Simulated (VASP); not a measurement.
# B (Pm-3m) in VASP: notebook, part 2 of 2

VASP 6.6.1. Earlier steps stand in the parts before.

### 3 Single point, PBE

File INCAR:

```
  PREC = Accurate
  ENCUT = 520
  EDIFF = 1E-6
  ISMEAR = -1
  SIGMA = 0.08
  LREAL = F
  LASPH = T
  NELM = 100
  ALGO = Normal
  ISIF = 2
  LWAVE = F
  LCHARG = F
  GGA = PE
  NBANDS = 8
```

File KPOINTS:

```
Automatic mesh
0
Gamma
  20 20 20
```

File POSCAR:

```
B
1.0
    1.8706363458      0.0000000000      0.0000000000
    0.0000000000      1.8706363458      0.0000000000
    0.0000000000      0.0000000000      1.8706363458
B
1
Direct
    0.0000000000      0.0000000000      0.0000000000
```

Potentials or basis: VASP PAW PBE potentials, release 64 (B).

Started as:

```console
> cat potpaw_PBE.64/B/POTCAR > POTCAR
> mpirun -np 1 vasp_std > vasp.out
```

It took 13 s on 1 thread of AMD EPYC 7R43 (Zen 3), shared host; peak memory 0.08 GiB.

The run converged. Its results:

```
Free energy : -5.6101 eV
Pressure    : 5.9 GPa
```

Levels at points of the mesh, in eV from the Fermi level:
| k point | band 1 | band 2 | band 3 | band 4 | band 5 | band 6 |
| --- | --- | --- | --- | --- | --- | --- |
| (0.00, 0.00, 0.00) | -15.99 | 13.89 | 13.89 | 13.89 | 24.36 | 24.36 |
| (0.50, 0.00, 0.00) | -8.40 | -6.22 | 17.86 | 17.86 | 30.44 | 31.78 |
| (0.50, 0.50, 0.00) | -1.98 | -1.98 | 4.54 | 8.20 | 21.09 | 40.94 |
| (0.50, 0.50, 0.50) | 3.50 | 3.50 | 3.50 | 16.76 | 16.76 | 16.76 |

### 4 Relaxation of cell and atoms, PBE, target pressure 5.9 GPa, at which the enthalpy is minimised

This run uses another cell than the first one, of 6.21 Å³/atom, 0.948 times its volume.

File INCAR:

```
SYSTEM = B
  PREC = Accurate
  ENCUT = 600
  EDIFF = 1E-6
  ISMEAR = -1
  SIGMA = 0.08
  LREAL = .False.
  LASPH = .True.
  NELM = 60
  ALGO = Normal
  ISIF = 3
  LWAVE = .False.
  LCHARG = .False.
  GGA = PE
  IBRION = 2
  NSW = 60
  EDIFFG = -0.005
  PSTRESS = 59.0
```

File KPOINTS:

```
regular mesh
0
Gamma
  20 20 20
  0 0 0
```

File POSCAR:

```
B
1.0
    1.8376133923      0.0000000000      0.0000000000
    0.0000000000      1.8376133923      0.0000000000
    0.0000000000      0.0000000000      1.8376133923
B
1
Direct
    0.0000000000      0.0000000000      0.0000000000
```

Potentials or basis: VASP PAW PBE potentials, release 64 (B).

Started as:

```console
> cat potpaw_PBE.64/B/POTCAR > POTCAR
> mpirun -np 1 vasp_std > vasp.out
```

OUTCAR:

```text
SYSTEM = B
   PREC = Accurate
   ENCUT = 600
   EDIFF = 1E-6
   ISMEAR = -1
   LREAL = .False.
   LASPH = .True.
   NELM = 60
   ISIF = 3
   GGA = PE
   IBRION = 2
   NSW = 60
   EDIFFG = -0.005
   PSTRESS = 59.0

 ion  position               nearest neighbor table
   1  0.000  0.000  0.000-

  LATTYP: Found a simple cubic cell.
 ALAT       =     1.8376133923

  Lattice vectors:

 A1 = (   1.8376133923,   0.0000000000,   0.0000000000)
 A2 = (   0.0000000000,   1.8376133923,   0.0000000000)
 A3 = (   0.0000000000,   0.0000000000,   1.8376133923)

Analysis of symmetry for initial positions (statically):
=====================================================================
 Subroutine PRICEL returns:
 Original cell was already a primitive cell.

 Routine SETGRP: Setting up the symmetry group for a
 simple cubic supercell.

 Subroutine GETGRP returns: Found 48 space group operations
 (whereof 48 operations were pure point group operations)
 out of a pool of 48 trial point group operations.

The static configuration has the point symmetry O_h .

[... 158 lines left out ...]

  energy without entropy =       -5.57689659  energy(sigma->0) =       -5.57991278

------------------------ aborting loop because EDIFF is reached ----------------------------------------

  FORCE on cell =-STRESS in cart. coord.  units (eV):
  Direction    XX          YY          ZZ          XY          YZ          ZX
  --------------------------------------------------------------------------------------
  -------------------------------------------------------------------------------------
  Total        0.8089418      0.8089418      0.8089418     -0.0000000     -0.0000000      0.0000000
  in kB      208.8648895    208.8648895    208.8648895     -0.0000000     -0.0000000      0.0000000
  external PRESSURE =     149.8648895 kB  Pullay stress =      59.0000000 kB
[... 61 lines left out ...]
--------------------------------------- Ionic step        3  -------------------------------------------

 number of electron       3.0000000 magnetization

 Free energy of the ion-electron system (eV)
  ---------------------------------------------------
  ext. energy  EPLUGINS =         0.00000000
  ---------------------------------------------------
  free energy    TOTEN  =        -5.61073532 eV

  energy without entropy =       -5.60467862  energy(sigma->0) =       -5.60770697

 E-fermi :   7.2378     XC(G=0): -12.4772

 val. band max:        7.1920914167   @ k =   0.3500   0.2500   0.0000
 cond. band min:       7.2704523039   @ k =   0.3500   0.2500   0.0500
 fundamental gap:      0.0783608872
 Fermi energy:         7.2378227514

 k-point     1 :       0.0000    0.0000    0.0000
  band No.  band energies     occupation
      1      -8.7471      2.00000
      2      21.1266      0.00000
      3      21.1266      0.00000
      4      21.1266      0.00000
      5      31.5936      0.00000
[... 177 lines left out ...]
 k-point    24 :       0.2000    0.1000    0.0000
  band No.  band energies     occupation
      1      -7.0281      2.00000
      2      13.1377      0.00000
      3      19.8188      0.00000
      4      22.5163      0.00000
      5      35.5522      0.00000

 [... further k-points ...]
[... 5 lines left out ...]
  --------------------------------------------------------------------------------------
  -------------------------------------------------------------------------------------
  Total        0.2414157      0.2414157      0.2414157      0.0000000      0.0000000      0.0000000
  in kB       59.0916116     59.0916116     59.0916116      0.0000000      0.0000000      0.0000000
  external PRESSURE =       0.0916116 kB  Pullay stress =      59.0000000 kB
[... 20 lines left out ...]
  energy  without entropy=       -5.6046786231  energy(sigma->0) =       -5.60770697

  enthalpy is  TOTEN    =        -5.3696938703 eV   P V=        0.2410414544

 reached required accuracy - stopping structural energy minimisation
```

OSZICAR:

```text
N       E                     dE             d eps       ncg     rms          rms(c)
DAV:   1    -0.137236702391E+01   -0.13724E+01   -0.17379E+03  3020   0.536E+02
DAV:   2    -0.559049543945E+01   -0.42181E+01   -0.38392E+01  3730   0.660E+01
DAV:   3    -0.560657597938E+01   -0.16081E-01   -0.16065E-01  3195   0.451E+00
[... 15 lines left out ...]
   2 F= -.53652343E+01 E0= -.53622045E+01  d E =-.108147E-01
       N       E                     dE             d eps       ncg     rms          rms(c)
DAV:   1    -0.561114606114E+01    0.23360E-02   -0.55188E-02  3035   0.282E+00    0.146E-01
DAV:   2    -0.561087886388E+01    0.26720E-03   -0.10177E-04  3130   0.123E-01    0.847E-02
DAV:   3    -0.561073537350E+01    0.14349E-03   -0.13071E-04  3140   0.103E-01    0.536E-03
DAV:   4    -0.561073532466E+01    0.48842E-07   -0.14369E-07  1750   0.525E-03
   3 F= -.53696939E+01 E0= -.53666655E+01  d E =-.152742E-01
```

Wall time 5.8 s (1 thread of AMD EPYC 9R45 (Zen 5), shared host); peak memory 0.09 GiB.

Results:

```yaml
Free_energy: -5.6107 eV
Relaxed_volume: 6.55 Å³/atom
Relaxed_cell: a = 1.871 Å, b = 1.871 Å, c = 1.871 Å, α = 90.00°, β = 90.00°, γ = 90.00°
Space_group_after_relaxing_to_0.05_Å: Pm-3m (No. 221)
Energy_change_on_relaxing_the_enthalpy_is_what_falls: -27.8 meV/atom
Ionic_steps: 3
Pressure_after_relaxing: 5.9 GPa
```

The path:
| step | energy change (eV) | largest force (eV/Å) | pressure (GPa) | volume (Å³) |
| --- | --- | --- | --- | --- |
| 1 | 0.0000 | 0.0000 | 20.89 | 6.21 |
| 2 | -0.0306 | 0.0000 | -1.23 | 6.74 |
| 3 | -0.0278 | 0.0000 | 5.91 | 6.55 |

Final structure:
```
B
1.0
     1.87061    0.00000    0.00000
     0.00000    1.87061    0.00000
     0.00000    0.00000    1.87061
B
1
Direct
  0.00000 0.00000 0.00000
```

Caveat: the cell is relaxed towards a set pressure, so the enthalpy falls and the energy may rise.

### 5 Relaxation of cell and atoms, PBE, target pressure 5.9 GPa, at which the enthalpy is minimised

File INCAR:

```
ALGO     = Normal         # electronic algorithm
EDIFF    = 1E-6           # SCF threshold, eV
EDIFFG   = -0.005         # ionic threshold
ENCUT    = 600            # plane-wave cutoff, eV
GGA      = PE             # functional
IBRION   = 2              # ionic algorithm
ISIF     = 3              # what is computed and relaxed
ISMEAR   = -1             # smearing method
LASPH    = True           # aspherical terms in the spheres
LCHARG   = False          # write CHGCAR
LREAL    = False          # projectors in reciprocal space
LWAVE    = False          # write WAVECAR
NELM     = 60             # most SCF steps
NSW      = 32             # ionic steps
PREC     = Accurate       # precision mode
PSTRESS  = 59.0         
SIGMA    = 0.08           # smearing width, eV
```

File KPOINTS:

```
k-points
0
Gamma
  20 20 20
```

File POSCAR:

```
B
1.0
    1.8706363458      0.0000000000      0.0000000000
    0.0000000000      1.8706363458      0.0000000000
    0.0000000000      0.0000000000      1.8706363458
B
1
Direct
    0.0000000000      0.0000000000      0.0000000000
```

Started as:

```console
> cat potpaw_PBE.64/B/POTCAR > POTCAR
> mpirun -np 1 vasp_std > vasp.out
```

Run time: 3.5 s. Hardware: 1 thread of AMD EPYC 9R45 (Zen 5), shared host; peak memory 0.08 GiB.

It converged, with:

- Free energy: -5.6111 eV
- Pressure after relaxing: 5.9 GPa

Final structure:
```
CELL_PARAMETERS angstrom
1.87064 0.00000 0.00000
0.00000 1.87064 0.00000
0.00000 0.00000 1.87064
ATOMIC_POSITIONS crystal
B 0.00000 0.00000 0.00000
```

Levels at points of the mesh, in eV from the Fermi level:
```tsv
k point	band 1	band 2	band 3	band 4	band 5
(0.00, 0.00, 0.00)	-15.98	13.89	13.89	13.89	24.36
(0.50, 0.00, 0.00)	-8.40	-6.22	17.86	17.86	30.44
(0.50, 0.50, 0.00)	-1.98	-1.98	4.54	8.20	21.09
(0.50, 0.50, 0.50)	3.50	3.50	3.50	16.76	16.76
```

Caveat: the relaxation stopped at its first step, so nothing moved; the cell is relaxed towards a set pressure, so the enthalpy falls and the energy may rise.

### 6 Summary

```tsv
task	cell	cutoff (eV)	gap on the mesh (eV)	pressure (GPa)
single point	a = 1.871 Å, 1 atom	520	none	5.9
relaxation of cell and atoms	relaxed to 5.9 GPa from a = 1.838 Å, 1 atom	600	none	5.9
relaxation of cell and atoms	relaxed to 5.9 GPa from a = 1.871 Å, 1 atom	600	none	5.9
```

Alike in all rows: level PBE; potentials or basis VASP PAW PBE potentials, release 64 (B); no spin polarisation; k mesh 20 × 20 × 20; smearing fermi-dirac 0.08 eV.

Caveats: the cell is relaxed towards a set pressure, so the enthalpy falls and the energy may rise (some runs); the relaxation stopped at its first step, so nothing moved (some runs).

Total energies depend on the potentials used, so only differences within one code and one set of settings carry meaning.
